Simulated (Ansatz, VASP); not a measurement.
Be in VASP and in Ansatz

The input INCAR:

```
SYSTEM = Be
PREC = Accurate
ENCUT = 600
EDIFF = 1E-6
ISMEAR = 0
SIGMA = 0.1
LREAL = .False.
LASPH = .True.
NELM = 80
ALGO = Normal
ISIF = 3
LWAVE = .False.
LCHARG = .False.
GGA = PE
IVDW = 12
IBRION = 2
NSW = 100
EDIFFG = -0.05
```

KPOINTS

```
Automatic mesh
0
Gamma
  9 9 6
  0 0 0
```

Contents of POSCAR:

```
Be
1.0
    2.2853000000      0.0000000000      0.0000000000
   -1.1426500000      1.9791278553      0.0000000000
    0.0000000000      0.0000000000      3.5842000000
Be
2
Direct
    0.3333333333      0.6666666667      0.2500000000
    0.6666666667      0.3333333333      0.7500000000
```

Input for Ansatz:

```yaml
crystal:
  lattice:
    - [2.2853, 0.0, 0.0]
    - [-1.14265, 1.9791278553, 0.0]
    - [0.0, 0.0, 3.5842]
  atoms:
    - { symbol: Be, position: [0.3333333333, 0.6666666667, 0.25] }
    - { symbol: Be, position: [0.6666666667, 0.3333333333, 0.75] }
basis:
  ecutwfc: 420
kpoints:
  mp_grid: { grid: [9, 9, 6] }
hamiltonian:
  xc: pbe
  dispersion: d3bj
scf:
  occupations: { method: gaussian, width: 0.1 }
output:
  forces: true
  stress: true
  eigenvalues: true
relax:
  adjacent_minimum: "off"
  f_tol: 0.05
  max_steps: 80
  cell: { stress_tol: 0.5 }
```

Alike in both runs: task relaxation of cell and atoms; functional PBE; dispersion D3(BJ); k mesh 9 × 9 × 6; occupations gaussian, width 0.1 eV; no spin polarisation.

```csv
,VASP,Ansatz
version,VASP 6.6.1,Ansatz 0.2.0
potentials or method,"VASP PAW PBE potentials, release 64 (Be), cutoff 600 eV","scalar-relativistic, plane waves, PAW"
valence electrons in the cell,4,4
```

|  | VASP | Ansatz | Ansatz less VASP |
| --- | --- | --- | --- |
| gap on the k mesh at the Fermi level, each at its own relaxed structure (eV) | none | none | - |
| relaxed volume (Å³/atom) | 7.46 | 7.44 | -0.020 |
| relaxed cell length with the largest relative difference (Å) | 2.228 | 2.224 | -0.0042 |

A gap of «none» marks a metal or a gap that the smearing closes.
